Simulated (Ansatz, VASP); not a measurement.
**One calculation of BP, two programs**

```
CELL_PARAMETERS angstrom
0.00000 2.26900 2.26900
2.26900 0.00000 2.26900
2.26900 2.26900 0.00000
ATOMIC_POSITIONS crystal
P 0.75000 0.75000 0.75000
B 0.00000 0.00000 0.00000
```

Alike in both runs: task relaxation of cell and atoms; functional PBEsol; k mesh 10 × 10 × 10; occupations fermi-dirac, width 0.05 eV; no spin polarisation.

```csv
,VASP,Ansatz
version,VASP 6.6.1,Ansatz 0.2.0
potentials or method,"VASP PAW PBE potentials, release 64 (P, B), cutoff 600 eV","all-electron LAPW, scalar-relativistic"
```

Ansatz gave:

| Item | Value |
| --- | --- |
| relaxed volume (Å³/atom) | 11.54 |
| relaxed length of the cell vector where the two differ most in proportion (Å) | 3.196 |

Question: Which values does VASP return?

Answer: Relaxed volume (Å³/atom): 11.55; relaxed length of the cell vector where the two differ most in proportion (Å): 3.197.

VASP's potentials were made for PBE, not for PBEsol. Ansatz ran all-electron here, and VASP with PAW potentials.
